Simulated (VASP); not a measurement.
Here is a VASP 6.6.1 calculation.

INCAR

```
ALGO = Normal
EDIFF = 1E-6
ENCUT = 520
GGA = PE
ISIF = 2
ISMEAR = 0
LASPH = T
LCHARG = F
LREAL = F
LWAVE = F
NBANDS = 20
NELM = 80
PREC = Accurate
SIGMA = 0.013000000000000001
```

File KPOINTS:

```
k-points
0
Gamma
  10 10 6
```

The input POSCAR:

```
Ta2N
1.0
    3.1128615060      0.0000000000      0.0000000000
   -1.5564307530      2.6958171426      0.0000000000
    0.0000000000      0.0000000000      4.8698410000
Ta N
2 1
Direct
    0.3333333333      0.6666666667      0.2547110000
    0.6666666667      0.3333333333      0.7452890000
    0.0000000000      0.0000000000      0.0000000000
```

Potentials or basis: VASP PAW PBE potentials, release 64 (Ta_pv, N).

Command:

```sh
$ cat potpaw_PBE.64/Ta_pv/POTCAR potpaw_PBE.64/N/POTCAR > POTCAR
$ mpirun -np 1 vasp_std > vasp.out
```

What does it give for the pressure?

-0.9 GPa.

Estimate the largest force.

0.061 eV/Å.

Forces in eV/Å, atoms in the order of the input:
```
Ta   0.000  0.000  0.061
Ta   0.000  0.000 -0.061
N    0.000  0.000  0.000
```
